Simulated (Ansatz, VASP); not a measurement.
**One calculation of ZnS, two programs**

The input INCAR:

```
PREC = Accurate
ENCUT = 520
EDIFF = 1E-6
ISMEAR = 0
SIGMA = 0.05
LREAL = False
LASPH = True
NELM = 60
ALGO = Normal
ISIF = 2
LWAVE = False
LCHARG = False
GGA = PE
NBANDS = 46
```

Contents of KPOINTS:

```
Automatic mesh
0
Gamma
  9 9 4
```

File POSCAR:

```
ZnS
1.0
    3.6941142186      0.0000000000      0.0000000000
   -1.8470571093      3.1991967578      0.0000000000
    0.0000000000      0.0000000000     13.6501214491
Zn S
4 4
Direct
    0.0000000000      0.0000000000      0.0000492057
    0.0000000000      0.0000000000      0.5000492057
    0.3333333333      0.6666666667      0.2500242903
    0.6666666667      0.3333333333      0.7500242903
    0.0000000000      0.0000000000      0.1872905901
    0.0000000000      0.0000000000      0.6872905901
    0.3333333333      0.6666666667      0.4376359138
    0.6666666667      0.3333333333      0.9376359138
```

Input for Ansatz:

```yaml
crystal:
  lattice:
    - [3.6941142186, 0.0, 0.0]
    - [-1.8470571093, 3.1991967578, 0.0]
    - [0.0, 0.0, 13.6501214491]
  atoms:
    - { symbol: Zn, position: [0.0, 0.0, 4.92057e-05] }
    - { symbol: Zn, position: [0.0, 0.0, 0.5000492057] }
    - { symbol: Zn, position: [0.3333333333, 0.6666666667, 0.2500242903] }
    - { symbol: Zn, position: [0.6666666667, 0.3333333333, 0.7500242903] }
    - { symbol: S, position: [0.0, 0.0, 0.1872905901] }
    - { symbol: S, position: [0.0, 0.0, 0.6872905901] }
    - { symbol: S, position: [0.3333333333, 0.6666666667, 0.4376359138] }
    - { symbol: S, position: [0.6666666667, 0.3333333333, 0.9376359138] }
basis:
  ecutwfc: 520.0
kpoints:
  mp_grid: { grid: [9, 9, 4] }
hamiltonian:
  xc: pbe
scf:
  occupations: { method: gaussian, width: 0.05 }
output:
  forces: true
  stress: true
  eigenvalues: true
```

Alike in both runs: task single point; functional PBE; k mesh 9 × 9 × 4; occupations gaussian, width 0.05 eV; no spin polarisation.

|  | VASP | Ansatz |
| --- | --- | --- |
| version | VASP 6.6.1 | Ansatz 0.2.0 |
| potentials or method | VASP PAW PBE potentials, release 64 (Zn, S), cutoff 520 eV | scalar-relativistic, plane waves, PAW |
| valence electrons in the cell | 72 | 72 |

```tsv
	VASP	Ansatz	Ansatz less VASP
gap on the k mesh at the Fermi level (eV)	1.63	1.63	+0.001
least direct gap on the mesh (eV)	1.63	1.63	+0.001
pressure (GPa)	1.7	1.6	-0.13
traceless stress, the component that is largest in VASP (GPa)	-8.94	-8.88	+0.063
rms of the force components (eV/Å)	0.224	0.218	-0.0061
```

Atom by atom the forces differ by 0.006 eV/Å (rms over components). With one functional, cell and mesh, what is left measures potentials, basis and numerics.
